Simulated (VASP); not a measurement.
Wanted: the native input for a VASP 6.6.1 run.

```
Task                   : single point
Functional             : LDA
Potentials or basis    : VASP PAW LDA potentials, release 64 (Si)
Cutoff                 : 520 eV
k mesh                 : 10 × 10 × 10
Occupations            : gaussian, width 0.03 eV
Spin                   : no spin polarisation
Dipole correction      : no
Further INCAR settings : ALGO = Normal; EDIFF = 1e-06; NBANDS = 16
```

The structure of Si lies in POSCAR:

```
Si
1.0
   -3.2022337019      3.2022337019      1.8511139988
    3.2022337019     -3.2022337019      1.8511139988
    3.2022337019      3.2022337019     -1.8511139988
Si
4
Direct
    0.1788433299      0.1788433299      0.3576866598
    0.8211566701      0.8211566701      0.6423133402
    0.1788433299      0.8211566701      0.0000000000
    0.8211566701      0.1788433299      0.0000000000
```

This cell differs from its parent crystal: strain -0.030 along x and y, -0.030 along z.

These files were run (other wordings do the same):

INCAR

```
PREC = Accurate
ENCUT = 520
EDIFF = 1E-6
ISMEAR = 0
SIGMA = 0.03
LREAL = F
LASPH = T
NELM = 60
ALGO = Normal
ISIF = 2
LWAVE = F
LCHARG = T
GGA = CA
LELF = T
LVHAR = T
NBANDS = 16
```

KPOINTS

```
Automatic mesh
0
Gamma
  10 10 10
```

Potentials or basis: VASP PAW LDA potentials, release 64 (Si).

Command:

```console
$ cat potpaw_LDA.64/Si/POTCAR > POTCAR
$ mpirun -np 1 vasp_std > vasp.out
```

It gave:

| Item | Value |
| --- | --- |
| Pressure | 9.9 GPa |
| Largest force | 0.137 eV/Å |
| Band gap on the k mesh | zero (bands 8 and 9 overlap by 0.11 eV) |

Caveat: the cell differs from its parent crystal (strain -0.030 along x and y, -0.030 along z); the cell stands under pressure; semilocal functionals underestimate gaps, and a narrow one can read as zero.

Wall time 2.8 min on 1 thread of Intel Xeon 8259CL (shared host), peak memory 0.22 GiB.
